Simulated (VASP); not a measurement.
A run of VASP 6.6.1 is set up as follows.

Contents of INCAR:

```
PREC = Accurate
ENCUT = 500
EDIFF = 1E-6
ISMEAR = 0
SIGMA = 0.01
LREAL = False
LASPH = True
NELM = 200
ALGO = Normal
ISIF = 2
LWAVE = False
LCHARG = False
LMAXMIX = 4
LDAU = True
LDAUTYPE = 2
LDAUL = 2 -1
LDAUU = 6 0
LDAUJ = 0 0
LDAUPRINT = 1
GGA = PE
NBANDS = 19
GGA_COMPAT = False
```

The input KPOINTS:

```
regular mesh
0
Gamma
  12 12 4
```

File POSCAR:

```
TiS2
1.0
    3.4120000000      0.0000000000      0.0000000000
   -1.7060000000      2.9548786777      0.0000000000
    0.0000000000      0.0000000000      5.6950000000
Ti S
1 2
Direct
    0.0000000000      0.0000000000      0.0000000000
    0.3333333333      0.6666666667      0.2500000000
    0.6666666667      0.3333333333      0.7500000000
```

Potentials or basis: VASP PAW PBE potentials, release 64 (Ti_sv, S).

Command:

```console
$ cat potpaw_PBE.64/Ti_sv/POTCAR potpaw_PBE.64/S/POTCAR > POTCAR
$ mpirun -np 1 vasp_std > vasp.out
```

Problem. What does it give for the pressure?

Solution. 6.1 GPa.

Problem. What does it give for the largest force?

Solution. 0.245 eV/Å.

Problem. What does it give for the band gap on the k mesh?

Solution. 0.57 eV (least direct gap 1.20 eV).

Stress tensor (GPa, compression positive):
```
6.59 0.00 0.00
0.00 6.59 0.00
0.00 0.00 5.17
```

Caveat: the cell stands under pressure; semilocal functionals underestimate gaps, and a narrow one can read as zero. A k mesh can miss the band edges.
